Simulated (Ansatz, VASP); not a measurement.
## Al in VASP and in Ansatz

INCAR

```
SYSTEM = Al
  PREC = Accurate
  ENCUT = 520
  EDIFF = 1E-6
  ISMEAR = 0
  SIGMA = 0.15
  LREAL = .FALSE.
  LASPH = .TRUE.
  NELM = 60
  ALGO = Fast
  ISIF = 2
  LWAVE = .FALSE.
  LCHARG = .TRUE.
  GGA = PS
  LELF = .TRUE.
  LVHAR = .TRUE.
  NBANDS = 8
```

File KPOINTS:

```
Automatic mesh
0
G
  28 28 28
  0 0 0
```

POSCAR

```
Al
1.0
   -1.7806581999      1.6110717047      1.6110717047
    1.6110717047     -1.7806581999      1.6110717047
    1.6110717047      1.6110717047     -1.7806581999
Al
1
Direct
    0.0000000000      0.0000000000      0.0000000000
```

Input for Ansatz:

```yaml
crystal:
  lattice:
    - [-1.7806581999, 1.6110717047, 1.6110717047]
    - [1.6110717047, -1.7806581999, 1.6110717047]
    - [1.6110717047, 1.6110717047, -1.7806581999]
  atoms:
    - { symbol: Al, position: [0.0, 0.0, 0.0] }
basis:
  ecutwfc: 420
kpoints:
  mp_grid: { grid: [28, 28, 28] }
hamiltonian:
  xc: pbesol
scf:
  occupations: { method: gaussian, width: 0.15 }
output:
  forces: true
  stress: true
  eigenvalues: true
```

Alike in both runs: task single point; functional PBEsol; k mesh 28 × 28 × 28; occupations gaussian, width 0.15 eV; no spin polarisation.

|  | VASP | Ansatz |
| --- | --- | --- |
| version | VASP 6.6.1 | Ansatz 0.2.0 |
| potentials or method | VASP PAW PBE potentials, release 64 (Al), cutoff 520 eV | scalar-relativistic, plane waves, PAW |
| valence electrons in the cell | 3 | 3 |

```tsv
	VASP	Ansatz	Ansatz less VASP
gap on the k mesh at the Fermi level (eV)	none	none	-
pressure (GPa)	3.6	3.5	-0.10
traceless stress, the component that is largest in VASP (GPa)	7.46	7.42	-0.032
```

VASP's potentials were made for PBE, not for PBEsol. A gap of «none» marks a metal or a gap that the smearing closes. The functional is the same, so the differences come from potentials, cutoffs and numerics.
